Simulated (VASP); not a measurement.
PbO2: single point with LDA

The system is PbO2.

```
CELL_PARAMETERS angstrom
4.98274 0.00000 0.00000
0.00000 4.98274 0.00000
0.00000 0.00000 3.40804
ATOMIC_POSITIONS crystal
Pb 0.00000 0.00000 0.00000
Pb 0.50000 0.50000 0.50000
O 0.30722 0.30722 0.00000
O 0.19278 0.80722 0.50000
O 0.69278 0.69278 0.00000
O 0.80722 0.19278 0.50000
```

```json
{
  "Program": "VASP 6.6.1",
  "Task": "single point",
  "Functional": "LDA",
  "Potentials or basis": "VASP PAW LDA potentials, release 64 (Pb_d, O)",
  "Cutoff": "520 eV",
  "k mesh": "6 × 6 × 8",
  "Occupations": "fermi-dirac, width 0.02 eV",
  "Spin": "no spin polarisation"
}
```

| Quantity | Value |
| --- | --- |
| Pressure | -3.0 GPa |
| Largest force | 0.055 eV/Å |
| Band gap on the k mesh | 0.07 eV (least direct gap 0.11 eV) |

Forces in eV/Å, atoms in the order of the input:
```
Pb   0.000  0.000  0.000
Pb   0.000  0.000  0.000
O    0.039  0.039  0.000
O   -0.039  0.039  0.000
O   -0.039 -0.039  0.000
O    0.039 -0.039  0.000
```

Stress tensor (GPa, compression positive):
```
-2.83  0.00  0.00
 0.00 -2.83  0.00
 0.00  0.00 -3.34
```

Levels at points of the mesh, in eV from the valence-band top:
```csv
k point,band 22,band 23,band 24,band 25,band 26,band 27,band 28,band 29,band 30,band 31
"(0.00, 0.00, 0.00)",-0.68,-0.62,-0.62,-0.60,-0.60,0.10,4.17,5.67,5.67,9.36
"(0.50, 0.00, 0.00)",-1.36,-0.67,-0.67,-0.38,-0.38,2.40,2.40,6.28,6.28,9.63
"(0.50, 0.50, 0.00)",-1.62,-0.68,-0.68,-0.47,-0.47,2.79,2.79,6.59,6.59,9.95
"(0.00, 0.00, 0.50)",-2.06,-1.14,-1.14,-0.78,-0.78,3.70,3.70,8.69,8.69,9.44
"(0.50, 0.00, 0.50)",-1.09,-0.78,-0.78,-0.21,-0.21,4.01,4.01,7.17,7.17,9.73
"(0.50, 0.50, 0.50)",-1.88,-0.67,-0.67,-0.51,-0.51,2.76,2.76,8.10,8.10,9.63
```

It took 87 s on 1 thread of Intel(R) Xeon(R) 6975P-C (Granite Rapids), with other jobs on the host, peak memory 0.24 GiB.

Caveat: spin-orbit coupling is left out, which moves the levels of the heavy elements. A k mesh can miss the band edges.
